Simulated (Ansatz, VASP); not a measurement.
SiC in VASP and in Ansatz

File INCAR:

```
ALGO     = Normal         # electronic algorithm
EDIFF    = 1E-7           # SCF threshold, eV
EDIFFG   = -0.002         # ionic threshold
ENCUT    = 600            # plane-wave cutoff, eV
GGA      = CA             # functional
GGA_COMPAT= F            
IBRION   = 2              # ionic algorithm
ISIF     = 3              # what is computed and relaxed
ISMEAR   = 0              # smearing method
LASPH    = T              # aspherical terms in the spheres
LCHARG   = F              # write CHGCAR
LREAL    = F              # projectors in reciprocal space
LWAVE    = F              # write WAVECAR
NELM     = 120            # most SCF steps
NELMIN   = 4            
NSW      = 100            # ionic steps
PREC     = Accurate       # precision mode
SIGMA    = 0.02           # smearing width, eV
```

The input KPOINTS:

```
k-points
0
Gamma
  10 10 10
```

The input POSCAR:

```
SiC
1.0
    0.0000000000      2.1769966200      2.1769966200
    2.1769966200      0.0000000000      2.1769966200
    2.1769966200      2.1769966200      0.0000000000
Si C
1 1
Direct
    0.0000000000      0.0000000000      0.0000000000
    0.2500000000      0.2500000000      0.2500000000
```

Input for Ansatz:

```yaml
crystal:
  lattice:
    - [0.0, 2.17699662, 2.17699662]
    - [2.17699662, 0.0, 2.17699662]
    - [2.17699662, 2.17699662, 0.0]
  atoms:
    - { symbol: Si, position: [0.0, 0.0, 0.0] }
    - { symbol: C, position: [0.25, 0.25, 0.25] }
basis:
  ecutwfc: 420
kpoints:
  mp_grid: { grid: [10, 10, 10] }
hamiltonian:
  xc: lda
scf:
  occupations: { method: gaussian, width: 0.02 }
output:
  forces: true
  stress: true
  eigenvalues: true
  write_density: true
  write_potential: true
  elf: true
  volumetric_format: npy
relax:
  adjacent_minimum: "off"
  f_tol: 0.002
  max_steps: 80
  cell: { stress_tol: 0.02 }
```

Alike in both runs: task relaxation of cell and atoms; functional LDA; k mesh 10 × 10 × 10; occupations gaussian, width 0.02 eV; no spin polarisation.

|  | VASP | Ansatz |
| --- | --- | --- |
| version | VASP 6.6.1 | Ansatz 0.2.0 |
| potentials or method | VASP PAW LDA potentials, release 64 (Si, C), cutoff 600 eV | scalar-relativistic, plane waves, PAW |
| valence electrons in the cell | 8 | 8 |

|  | VASP | Ansatz | Ansatz less VASP |
| --- | --- | --- | --- |
| gap on the k mesh at the Fermi level, each at its own relaxed structure (eV) | 1.29 | 1.30 | +0.011 |
| relaxed volume (Å³/atom) | 10.15 | 10.14 | -0.011 |
| relaxed cell length with the largest relative difference (Å) | 3.062 | 3.061 | -0.0011 |

LDA's correlation is that of Perdew and Zunger in VASP and of Perdew and Wang (1992) in Ansatz.
